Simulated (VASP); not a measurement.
# Cd3SO2: relaxation of cell and atoms with PBE

Cd3SO2:

```xyz
6
Lattice="4.7760 0.0000 0.0000 0.0000 3.3922 0.0000 -0.2403 0.0000 5.6828" Properties=species:S:1:pos:R:3 pbc="T T T"
Cd    1.2447    1.6961    4.9252
Cd    0.9093    0.0000    2.0928
Cd    3.6144    0.0000    3.5826
S     3.2909    1.6961    0.7670
O     2.2273    1.6961    2.8826
O    -0.1877    0.0000    5.6396
```

The cell was generated, and may not be a known phase.

| Item | Value |
| --- | --- |
| Program | VASP 6.6.1 |
| Task | relaxation of cell and atoms |
| Functional | PBE |
| Potentials or basis | VASP PAW PBE potentials, release 64 (Cd, S, O) |
| Cutoff | 600 eV |
| k mesh | 3 × 4 × 2 |
| Occupations | gaussian, width 0.15 eV |
| Spin | no spin polarisation |
| Dipole correction | no |
| Further INCAR settings | ALGO = Normal; EDIFF = 1e-06; IBRION = 2; EDIFFG = -0.08; NSW = 36; ISIF = 3 |

The relaxed volume is 17.83 Å³/atom and the relaxed cell is a = 5.775 Å, b = 3.481 Å, c = 5.948 Å, α = 90.00°, β = 116.56°, γ = 90.00°. The space group after relaxing (to 0.1 Å) is Pm (No. 6) and the energy gained by relaxing is 691.4 meV/atom. The ionic steps are 32, the pressure after relaxing is -0.1 GPa and the largest force after relaxing is 0.056 eV/Å. The band gap on the k mesh is 0.02 eV (least direct gap 0.69 eV).

Forces on the atoms (eV/Å):
```
Cd  -0.035  0.000  0.044
Cd   0.037  0.000 -0.008
Cd  -0.005  0.000 -0.012
S    0.002  0.000  0.009
O   -0.012  0.000 -0.026
O    0.014  0.000 -0.007
```

Stress tensor (GPa, compression positive):
```
-0.13  0.00  0.05
 0.00  0.00  0.00
 0.05  0.00 -0.15
```

Step by step:
```tsv
step	energy change (eV)	largest force (eV/Å)	pressure (GPa)	volume (Å³)
1	0.0000	1.7410	13.73	92.07
2	-0.8503	1.4377	-4.13	110.62
3	-0.8623	1.4321	-2.66	108.05
4	-1.1807	1.2166	-1.10	106.60
5	-1.6246	1.6033	5.52	102.59
6	-1.7840	1.6666	4.90	103.89
7	-2.1126	2.2057	3.46	107.63
8	-1.9791	3.5220	1.35	114.39
9	-2.1867	2.7372	2.82	110.28
10	-2.4737	1.5807	-0.88	113.91
11	-2.5777	1.2476	-3.73	117.54
12	-2.7388	1.2895	-2.11	114.53
13	-2.8650	1.3136	2.12	108.78
14	-2.9893	1.2419	2.33	108.03
15	-3.2527	1.7733	3.31	105.78
16	-3.1612	2.6249	7.40	101.34
17	-3.3239	2.1430	4.52	104.09
18	-3.5523	1.6379	1.47	106.52
19	-3.7213	0.9322	-3.32	111.73
20	-3.8714	0.9330	-1.76	109.60
21	-3.9351	1.1741	0.38	107.15
22	-4.0286	0.8866	-0.08	107.22
23	-4.0970	0.3740	-0.62	107.34
24	-4.0997	0.3300	-0.57	107.32
25	-4.1152	0.2352	0.38	106.30
26	-4.1195	0.1877	1.21	105.44
27	-4.1298	0.2038	0.71	105.99
28	-4.1375	0.2408	-0.42	107.23
29	-4.1378	0.2356	-0.26	107.05
30	-4.1419	0.1884	-0.15	106.95
31	-4.1468	0.1090	0.18	106.66
32	-4.1483	0.0564	-0.09	106.97
```

Final structure:
```
Cd S O
1.0
     5.66864    0.00000   -1.10558
     0.00000    3.48132    0.00000
    -1.59237    0.00000    5.73082
Cd S O
3 1 2
Direct
  0.34150 0.50000 0.88266
  0.12670 0.00000 0.28805
  0.71692 0.00000 0.59552
  0.78053 0.50000 0.27219
  0.42222 0.50000 0.55214
  0.11212 0.00000 0.90943
```

Levels at points of the mesh, in eV from the valence-band top:
```tsv
k point	band 24	band 25	band 26	band 27	band 28	band 29	band 30	band 31
(0.00, 0.00, 0.00)	-1.02	-1.01	-0.81	-0.67	0.02	4.30	4.61	5.68
(0.00, 0.50, 0.00)	-2.57	-2.34	-1.62	-0.53	2.69	3.92	4.02	4.03
(0.00, 0.00, 0.50)	-1.81	-1.47	-1.31	0.00	1.64	2.67	4.07	5.49
(0.00, 0.50, 0.50)	-2.04	-1.89	-1.33	-0.56	2.35	3.30	4.72	4.72
```

Run time: 25 min on 1 thread of Intel Xeon 8259CL, with other jobs on the host, peak memory 0.25 GiB.

Caveat: the k points lie up to 0.55 Å⁻¹ apart in the final cell; the volume moved by over 15 % at a fixed basis, so the end points are rough; the smearing spreads over this small gap; semilocal functionals underestimate gaps, and a narrow one can read as zero; the relaxation stopped at a loose force limit of 0.08 eV/Å, so its end isn't a converged minimum. A k mesh can miss the band edges.
